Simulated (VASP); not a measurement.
Set up this calculation in VASP 6.6.1, as the native input.

| Quantity | Value |
| --- | --- |
| Task | single point |
| Functional | LDA |
| Potentials or basis | VASP PAW LDA potentials, release 64 (La, Ag, O) |
| Cutoff | 520 eV |
| k mesh | 6 × 6 × 6 |
| Occupations | fermi-dirac, width 0.15 eV |
| Spin | no spin polarisation |
| Dipole correction | no |
| Further INCAR settings | ALGO = Normal; EDIFF = 1e-06; NBANDS = 28 |

The structure of LaAgO3 lies in POSCAR:

```
LaAgO3
1.0
    4.2410650467      0.0000000000      0.0000000000
    0.0000000000      4.2410650467      0.0000000000
    0.0000000000      0.0000000000      4.2410650467
La Ag O
1 1 3
Direct
    0.5000000000      0.5000000000      0.5000000000
    0.0000000000      0.0000000000      0.0000000000
    0.5000000000      0.0000000000      0.0000000000
    0.0000000000      0.5000000000      0.0000000000
    0.0000000000      0.0000000000      0.5000000000
```

One way to write it, as run:

INCAR

```
SYSTEM = LaAgO3
  ALGO = Normal
  EDIFF = 1E-6
  ENCUT = 520
  ISIF = 2
  ISMEAR = -1
  LASPH = .True.
  LCHARG = .True.
  LELF = .True.
  LREAL = .False.
  LVHAR = .True.
  LWAVE = .False.
  NBANDS = 28
  NELM = 100
  PREC = Accurate
  SIGMA = 0.15
```

KPOINTS

```
k-points
0
Gamma
  6 6 6
  0 0 0
```

Potentials or basis: VASP PAW LDA potentials, release 64 (La, Ag, O).

Command:

```bash
$ cat potpaw_LDA.64/La/POTCAR potpaw_LDA.64/Ag/POTCAR potpaw_LDA.64/O/POTCAR > POTCAR
$ mpirun -np 1 vasp_std > vasp.out
```

It gave:

```
Pressure               : -21.4 GPa
Band gap on the k mesh : zero (band 20 reaches 7.51 eV, above the bottom of band 21 at 4.32 eV)
```

Caveat: spin-orbit coupling is left out, which moves the levels of the heavy elements.

Run time: 49 s on 1 thread of AMD EPYC 7R13 Processor (Zen 3), on a shared host, peak memory 0.16 GiB.
